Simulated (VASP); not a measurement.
Write the native input for VASP 6.6.1 that does the following.

```
Task                   : single point
Functional             : PBE
Potentials or basis    : VASP PAW PBE potentials, release 64 (Ga_d, Sb)
Cutoff                 : 520 eV
k mesh                 : 12 × 12 × 12
Occupations            : fermi-dirac, width 0.15 eV
Spin                   : no spin polarisation
Dipole correction      : no
Further INCAR settings : ALGO = Normal; EDIFF = 1e-06; NBANDS = 16
```

The structure of GaSb lies in POSCAR:

```
GaSb
1.0
    0.0000000000      3.1283881401      3.1283881401
    3.1283881401      0.0000000000      3.1283881401
    3.1283881401      3.1283881401      0.0000000000
Ga Sb
1 1
Direct
    0.0000000000      0.0000000000      0.0000000000
    0.7500000000      0.7500000000      0.7500000000
```

These files were run (other wordings do the same):

INCAR

```
SYSTEM = GaSb
PREC = Accurate ; ENCUT = 520
EDIFF = 1E-6 ; ISMEAR = -1
SIGMA = 0.15 ; LREAL = .False.
LASPH = .True. ; NELM = 60
ALGO = Normal ; ISIF = 2
LWAVE = .False. ; LCHARG = .False.
GGA = PE ; NBANDS = 16
```

KPOINTS

```
Automatic mesh
0
Gamma
  12 12 12
  0 0 0
```

Potentials or basis: VASP PAW PBE potentials, release 64 (Ga_d, Sb).

Command:

```console
$ cat potpaw_PBE.64/Ga_d/POTCAR potpaw_PBE.64/Sb/POTCAR > POTCAR
$ mpirun -np 1 vasp_std > vasp.out
```

It gave:

```yaml
Pressure: -0.8 GPa
Band_gap_on_the_k_mesh: zero (filled and empty bands touch)
```

Caveat: semilocal functionals underestimate gaps, and a narrow one can read as zero; spin-orbit coupling is left out, which moves the levels of the heavy elements.

It took 63 s on 1 thread of AMD EPYC 9R14 (Zen 4), on a shared host, peak memory 0.21 GiB.
